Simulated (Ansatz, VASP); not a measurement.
## NaBe4 in VASP and in Ansatz

```
CELL_PARAMETERS angstrom
3.85013 0.00000 0.00000
0.00000 3.85013 0.00000
0.00000 0.00000 4.27238
ATOMIC_POSITIONS crystal
Na 0.50000 0.50000 0.50000
Be 0.50000 0.00000 0.00000
Be 0.00000 0.00000 0.23314
Be 0.00000 0.50000 0.00000
Be 0.00000 0.00000 0.76686
```

Change from the starting cell: the structure that the rattled cell fell into.

Alike in both runs: task relaxation of cell and atoms; functional PBE; k mesh 10 × 10 × 10; occupations gaussian, width 0.1 eV; no spin polarisation.

|  | VASP | Ansatz |
| --- | --- | --- |
| version | VASP 6.6.1 | Ansatz 0.2.0 |
| potentials or method | VASP PAW PBE potentials, release 64 (Na_pv, Be), cutoff 600 eV | scalar-relativistic, plane waves, PAW |
| valence electrons in the cell | 15 | 17 |

```csv
,VASP,Ansatz,Ansatz less VASP
"gap on the k mesh at the Fermi level, each at its own relaxed structure (eV)",none,none,-
relaxed volume (Å³/atom),12.65,12.63,-0.018
relaxed cell length with the largest relative difference (Å),3.861,3.859,-0.0022
```

A gap of «none» marks a metal or a gap that the smearing closes. VASP's potentials hold 15 valence electrons a cell and Ansatz's 17, so a difference there can come from the potentials and not from the codes.
